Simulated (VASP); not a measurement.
The system is Cu.

```
Cu
1.0
     1.21846   -3.97638    0.00000
     1.21846    3.97638    0.00000
     0.00000    0.00000    2.47550
Cu
2
Direct
  0.13387 0.86613 0.25000
  0.86613 0.13387 0.75000
```

Base run:

- Program: VASP 6.6.1
- Functional: r2SCAN
- Potentials or basis: VASP PAW PBE potentials, release 64 (Cu)
- Cutoff: 520 eV
- k mesh: 12 × 12 × 11
- Occupations: fermi-dirac, width 0.2 eV
- Spin: no spin polarisation

Its results: band gap on the k mesh zero (bands 11 and 12 overlap by 5.44 eV); pressure 1.1 GPa; largest force 0.016 eV/Å.

Question: After a change of settings the same cell gave: band gap on the k mesh zero (bands 11 and 12 overlap by 5.52 eV); pressure 2.8 GPa; largest force 0.024 eV/Å. Which change was it?
A. occupations from fermi-dirac, width 0.2 eV to fermi-dirac, width 0.3 eV
B. occupations from fermi-dirac, width 0.2 eV to fermi-dirac, width 0.5 eV
C. occupations from fermi-dirac, width 0.2 eV to fermi-dirac, width 0.1 eV; further incar settings from ALGO = Normal; EDIFF = 1e-06; NBANDS = 18 to ALGO = Normal; EDIFF = 1e-07; NBANDS = 18

Answer: B.

Caveats: the PAW data sets were made with another functional, which shifts forces and pressure a little; so wide a smearing shifts energies and pressures (at least some runs).
